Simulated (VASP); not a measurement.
# Ni (I4_1/amd) in VASP: single point with PBE

Aim: the single point of Ni with PBE.

Everything below comes from runs of VASP 6.6.1. Logs are shortened: lines on timing, memory, paths and dates and some standing lists are left out, and cuts for length are marked.

## Step 1: The cell of the first run

Symmetry: I4_1/amd, No. 141, tetragonal system. Conventional cell: a = 4.292 Å, b = 4.292 Å, c = 2.328 Å, α = 90.00°, β = 90.00°, γ = 90.00°. Within 2.9 Å of Ni (site symmetry -4m2) lie 10 Ni at 2.22 to 2.77 Å.

## Step 2: Single point, PBE, collinear spin, ferromagnetic start

The input, INCAR:

```
ALGO = Normal
EDIFF = 1E-6
ENCUT = 520
GGA = PE
ISIF = 2
ISMEAR = -1
ISPIN = 2
LASPH = T
LCHARG = F
LMAXMIX = 4
LORBIT = 11
LREAL = F
LWAVE = F
MAGMOM = 1 1
NBANDS = 21
NELM = 150
PREC = Accurate
SIGMA = 0.1
```

The input, KPOINTS:

```
k-points
0
Gamma
  19 19 19
```

The input, POSCAR:

```
Ni
1.0
   -2.1459566829      2.1459566829      1.1641233996
    2.1459566829     -2.1459566829      1.1641233996
    2.1459566829      2.1459566829     -1.1641233996
Ni
2
Direct
   -0.3750000000     -0.1250000000     -0.2500000000
    0.3750000000      0.1250000000      0.2500000000
```

Potentials or basis: VASP PAW PBE potentials, release 64 (Ni).

Launch:

```
$ cat potpaw_PBE.64/Ni/POTCAR > POTCAR
$ mpirun -np 1 vasp_std > vasp.out
```

OUTCAR:

```text
EDIFF = 1E-6
   ENCUT = 520
   GGA = PE
   ISIF = 2
   ISMEAR = -1
   ISPIN = 2
   LASPH = T
   LORBIT = 11
   LREAL = F
   NELM = 150
   PREC = Accurate

 ion  position               nearest neighbor table
   1  0.625  0.875  0.750-   2 2.22   2 2.22   2 2.22   2 2.22   2 2.77   2 2.77   2 2.77   2 2.77

   2  0.375  0.125  0.250-   1 2.22   1 2.22   1 2.22   1 2.22   1 2.77   1 2.77   1 2.77   1 2.77

  LATTYP: Found a body centered tetragonal cell.
 ALAT       =     4.2919133658
 C/A-ratio  =     0.5424729254

  Lattice vectors:

 A1 = (  -2.1459566829,   2.1459566829,   1.1641233996)
 A2 = (   2.1459566829,  -2.1459566829,   1.1641233996)
 A3 = (   2.1459566829,   2.1459566829,  -1.1641233996)

Analysis of symmetry for initial positions (statically):
=====================================================================
 Subroutine PRICEL returns:
 Original cell was already a primitive cell.

 Routine SETGRP: Setting up the symmetry group for a
 body centered tetragonal supercell.

 Subroutine GETGRP returns: Found 16 space group operations
 (whereof  4 operations were pure point group operations)
 out of a pool of 16 trial point group operations.

The static configuration has the point symmetry C_2h.
 The point group associated with its full space group is D_4h.

Analysis of symmetry for dynamics (positions and initial velocities):
=====================================================================
 Subroutine PRICEL returns:
 Original cell was already a primitive cell.

 Routine SETGRP: Setting up the symmetry group for a
 body centered tetragonal supercell.

 Subroutine GETGRP returns: Found 16 space group operations
 (whereof  4 operations were pure point group operations)
 out of a pool of 16 trial point group operations.

The dynamic configuration has the point symmetry C_2h.
 The point group associated with its full space group is D_4h.

Analysis of structural, dynamic, and magnetic symmetry:
=====================================================================
 Subroutine PRICEL returns:
 Original cell was already a primitive cell.

 Routine SETGRP: Setting up the symmetry group for a
 body centered tetragonal supercell.

 Subroutine GETGRP returns: Found 16 space group operations
 (whereof  4 operations were pure point group operations)
 out of a pool of 16 trial point group operations.

The overall configuration has the point symmetry C_2h.
 The point group associated with its full space group is D_4h.

 Subroutine INISYM returns: Found 16 space group operations
 (whereof  4 operations are pure point group operations),
 and found     1 'primitive' translations

----------------------------------------------------------------------------------------

                                     Primitive cell

  volume of cell :      21.4438

  direct lattice vectors                    reciprocal lattice vectors
    -2.145956683  2.145956683  1.164123400     0.000000000  0.232996315  0.429507731
     2.145956683 -2.145956683  1.164123400     0.232996315  0.000000000  0.429507731
     2.145956683  2.145956683 -1.164123400     0.232996315  0.232996315  0.000000000

  length of vectors
     3.250452808  3.250452808  3.250452808     0.488635011  0.488635011  0.329506549

  position of ions in fractional coordinates (direct lattice)
     0.625000000  0.875000000  0.750000000
     0.375000000  0.125000000  0.250000000

  ion indices of the primitive-cell ions
   primitive index   ion index
                 1           1
                 2           2

----------------------------------------------------------------------------------------

 KPOINTS: k-points

Automatic generation of k-mesh.
 Grid dimensions read from file:
 generate k-points for:   19   19   19

 Generating k-lattice:

  Cartesian coordinates                     Fractional coordinates (reciprocal lattice)
     0.000000000  0.012262964  0.022605670     0.052631579  0.000000000  0.000000000
     0.012262964  0.000000000  0.022605670     0.000000000  0.052631579  0.000000000
     0.012262964  0.012262964  0.000000000     0.000000000  0.000000000  0.052631579

  Length of vectors
     0.025717632  0.025717632  0.017342450

  Shift w.r.t. Gamma in fractional coordinates (k-lattice)
     0.000000000  0.000000000  0.000000000

 Subroutine IBZKPT returns following result:
 ===========================================

 Found    550 irreducible k-points:

 Following reciprocal coordinates:
            Coordinates               Weight
  0.000000  0.000000  0.000000      1.000000
  0.052632  0.000000 -0.000000      8.000000
  0.105263  0.000000 -0.000000      8.000000
  0.157895 -0.000000  0.000000      8.000000
  0.210526  0.000000  0.000000      8.000000
  0.263158  0.000000  0.000000      8.000000
[... 16 lines left out ...]
 -0.315789  0.052632  0.000000     16.000000
 -0.263158  0.052632  0.000000     16.000000
 [... further k-points ...]
   k-points           NKPTS =    550   k-points in BZ     NKDIM =    550   number of bands    NBANDS=     21
   number of dos      NEDOS =    301   number of ions     NIONS =      2
   total plane-waves  NPLWV =  13824
   dimension x,y,z NGX =    24 NGY =   24 NGZ =   24
   dimension x,y,z NGXF=    48 NGYF=   48 NGZF=   48
   ions per type =               2
   NGX,Y,Z   is equivalent  to a cutoff of  12.27, 12.27, 12.27 a.u.
   NGXF,Y,Z  is equivalent  to a cutoff of  24.55, 24.55, 24.55 a.u.
 SYSTEM =  unknown system
   PREC   = accura    normal or accurate (medium, high low for compatibility)
   ISTART =      0    job   : 0-new  1-cont  2-samecut
   ICHARG =      2    charge: 1-file 2-atom 10-const
   ISPIN  =      2    spin polarized calculation?
   LNONCOLLINEAR =      F non collinear calculations
   LSORBIT =      F    spin-orbit coupling
   LASPH  =      T    aspherical Exc in radial PAW
   ENCUT  =  520.0 eV  38.22 Ry    6.18 a.u.   6.04  6.04  6.04*2*pi/ulx,y,z
   NELM   =    150;   NELMIN=  2; NELMDL= -5     # of ELM steps
   EDIFF  = 0.1E-05   stopping-criterion for ELM
   LREAL  =      F    real-space projection
   EDIFFG = 0.1E-04   stopping-criterion for IOM
   NSW    =      0    number of steps for IOM
   IBRION =     -1    ionic relax: 0-MD 1-quasi-New 2-CG
   NFREE  =      0    steps in history (QN), initial steepest desc. (CG)
   ISIF   =      2    stress and relaxation
   ISYM   =      2    0-nonsym 1-usesym 2-fastsym
   POTIM  = 0.5000    time-step for ionic-motion
   TEBEG  =    0.0;   TEEND  =   0.0 temperature during run
   PSTRESS=    0.0 pullay stress
   NELECT =      20.0000    total number of electrons
   NUPDOWN=      -1.0000    fix difference up-down
   EMIN   =  10.00;   EMAX   =-10.00  energy-range for DOS
   EFERMI =   0.00;   METHOD = LEGACY
   ISMEAR =    -1;   SIGMA  =   0.10  broadening in eV -4-tet -1-fermi 0-gaus
   EFERMI_NEDOS =   21; number of points for ismear=-14 and -15
   IALGO  =     38    algorithm
   IMIX   =      4    mixing-type and parameters
     AMIX     =   0.40;   BMIX     =  1.00
     AMIX_MAG =   1.60;   BMIX_MAG =  1.00
  volume/ion in A,a.u.               =      10.72        72.35
  Fermi-wavevector in a.u.,A,eV,Ry     =   1.599501  3.022619 34.809194  2.558404
  Thomas-Fermi vector in A             =   2.696784
   LORBIT       =     11    0 simple, 1 ext, 2 COOP (PROOUT), +10 PAW based schemes
   GGA     = PE    functional components
   LHFCALC =     F    Hartree Fock is set to
   AEXX    =    0.0000 exact exchange contribution
   IVDW    =     0    specifies the selected vdW correction
   LEPSILON=     F    determine dielectric tensor
   LRPA    =     F    only Hartree local field effects (RPA)
 spin polarized calculation
  energy-cutoff  :      520.00
  volume of cell :       21.44
 maximum number of plane-waves:       595
   NGX = 13   NGY = 13   NGZ = 13

 number of electron      19.9999997 magnetization       0.7326335

 Free energy of the ion-electron system (eV)
  ---------------------------------------------------
  ext. energy  EPLUGINS =         0.00000000
  ---------------------------------------------------
  free energy    TOTEN  =        -9.92370243 eV

  energy without entropy =       -9.80765941  energy(sigma->0) =       -9.86568092

 E-fermi :   9.5903     XC(G=0): -13.2782

 val. band max:        9.5901470507   @ k =   0.2632   0.2105   0.1053
 cond. band min:       9.5907944107   @ k =  -0.3684   0.4737   0.1053
 fundamental gap:      0.0006473600
 Fermi energy:         9.5902520170

 spin component 1

 k-point     1 :       0.0000    0.0000    0.0000
  band No.  band energies     occupation
      1       0.5436      1.00000
      2       4.8054      1.00000
      3       5.7580      1.00000
      4       6.1202      1.00000
      5       6.5487      1.00000
      6       8.5169      0.99998
[... 13 lines left out ...]
     20      36.9749      0.00000
     21      37.1950      0.00000
[... 529 lines left out ...]
 k-point    24 :      -0.2632    0.0526    0.0000
  band No.  band energies     occupation
      1       2.3899      1.00000
      2       5.4133      1.00000
      3       5.9792      1.00000
      4       6.5979      1.00000
      5       7.0576      1.00000
      6       7.4251      1.00000
[... 13 lines left out ...]
     20      34.2953      0.00000
     21      34.6636      0.00000

 [... further k-points ...]

 spin component 2

 k-point     1 :       0.0000    0.0000    0.0000
  band No.  band energies     occupation
      1       0.5493      1.00000
      2       5.0482      1.00000
      3       6.1410      1.00000
      4       6.4815      1.00000
      5       6.9521      1.00000
      6       8.8914      0.99908
[... 13 lines left out ...]
     20      36.9863      0.00000
     21      37.2308      0.00000
[... 529 lines left out ...]
 k-point    24 :      -0.2632    0.0526    0.0000
  band No.  band energies     occupation
      1       2.4027      1.00000
      2       5.6650      1.00000
      3       6.3549      1.00000
      4       6.9402      1.00000
      5       7.4354      1.00000
      6       7.7739      1.00000
[... 13 lines left out ...]
     20      34.3838      0.00000
     21      34.6950      0.00000

 [... further k-points ...]

------------------------ aborting loop because EDIFF is reached ----------------------------------------

  FORCE on cell =-STRESS in cart. coord.  units (eV):
  Direction    XX          YY          ZZ          XY          YZ          ZX
  --------------------------------------------------------------------------------------
  -------------------------------------------------------------------------------------
  Total        2.9985286      2.9985286      2.9937195      0.0000000     -0.0000000      0.0000000
  in kB      224.0360251    224.0360251    223.6767146      0.0000000     -0.0000000      0.0000000
  external PRESSURE =     223.9162550 kB  Pullay stress =       0.0000000 kB

 VOLUME and BASIS-vectors are now :
 -----------------------------------------------------------------------------
  energy-cutoff  :      520.00
  volume of cell :       21.44
      direct lattice vectors                 reciprocal lattice vectors
    -2.145956683  2.145956683  1.164123400     0.000000000  0.232996315  0.429507731
     2.145956683 -2.145956683  1.164123400     0.232996315  0.000000000  0.429507731
     2.145956683  2.145956683 -1.164123400     0.232996315  0.232996315  0.000000000

 POSITION                                       TOTAL-FORCE (eV/Angst)
 -----------------------------------------------------------------------------------
      2.14596      1.07298      0.87309         0.000000      0.000000     -0.000000
     -0.00000      1.07298      0.29103        -0.000000     -0.000000      0.000000
 -----------------------------------------------------------------------------------
    total drift:                               -0.000000      0.000000      0.000000

  FREE ENERGIE OF THE ION-ELECTRON SYSTEM (eV)
  ---------------------------------------------------
  free  energy   TOTEN  =        -9.9237024308 eV

  energy  without entropy=       -9.8076594146  energy(sigma->0) =       -9.86568092

 total charge

# of ion       s       p       d       tot
------------------------------------------
    1        0.543   0.514   8.401   9.458
    2        0.543   0.514   8.401   9.458
--------------------------------------------------
tot          1.086   1.027  16.802  18.915

 magnetization (x)

# of ion       s       p       d       tot
------------------------------------------
    1       -0.003  -0.007   0.376   0.366
    2       -0.003  -0.007   0.376   0.366
--------------------------------------------------
tot         -0.007  -0.014   0.752   0.731
```

Run time: 4.5 min. Hardware: 1 thread of Intel Xeon Platinum 8488C (Sapphire Rapids), shared host; peak memory 0.42 GiB.

Results:

```
Free energy                                           : -9.9237 eV
Pressure                                              : 22.4 GPa
Net moment                                            : 0.73 μB per cell
Site moments                                          : Ni +0.37 μB
Valence electrons inside the program's atomic spheres : Ni 9.46
```

Levels at points of the mesh, in eV from the Fermi level:
Spin up:
| k point | band 8 | band 9 | band 10 | band 11 | band 12 | band 13 |
| --- | --- | --- | --- | --- | --- | --- |
| (0.00, 0.00, 0.00) | -1.03 | -1.03 | -0.14 | 0.38 | 6.57 | 6.57 |
Spin down:
```csv
k point,band 8,band 9,band 10,band 11,band 12,band 13
"(0.00, 0.00, 0.00)",-0.66,-0.66,0.26,0.88,6.59,6.59
```

Caveat: the cell stands under pressure.
